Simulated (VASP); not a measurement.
Here is a VASP 6.6.1 calculation.

INCAR

```
SYSTEM = Cu
PREC = Accurate
ENCUT = 600
EDIFF = 1E-7
ISMEAR = -1
SIGMA = 0.05
LREAL = .FALSE.
LASPH = .TRUE.
NELM = 60
ALGO = Normal
ISIF = 3
LWAVE = .FALSE.
LCHARG = .FALSE.
GGA = PS
IBRION = 2
NSW = 80
EDIFFG = -0.02
```

The input KPOINTS:

```
regular mesh
0
G
  22 22 22
  0 0 0
```

File POSCAR:

```
Cu
1.0
    0.0000000000      1.8075000000      1.8075000000
    1.8075000000      0.0000000000      1.8075000000
    1.8075000000      1.8075000000      0.0000000000
Cu
1
Direct
    0.0000000000      0.0000000000      0.0000000000
```

Potentials or basis: VASP PAW PBE potentials, release 64 (Cu).

Run with:

```bash
$ cat potpaw_PBE.64/Cu/POTCAR > POTCAR
$ mpirun -np 1 vasp_std > vasp.out
```

(1) Predict the relaxed cell.

(2) What does it give for the relaxed volume?

(3) Estimate the space group after relaxing (to 0.1 Å).

Answers

(1) a = 2.524 Å, b = 2.524 Å, c = 2.524 Å, α = 60.00°, β = 60.00°, γ = 60.00°.

(2) 11.36 Å³/atom.

(3) Fm-3m (No. 225).

Caveat: the PAW data sets were made with another functional, which shifts forces and pressure a little.
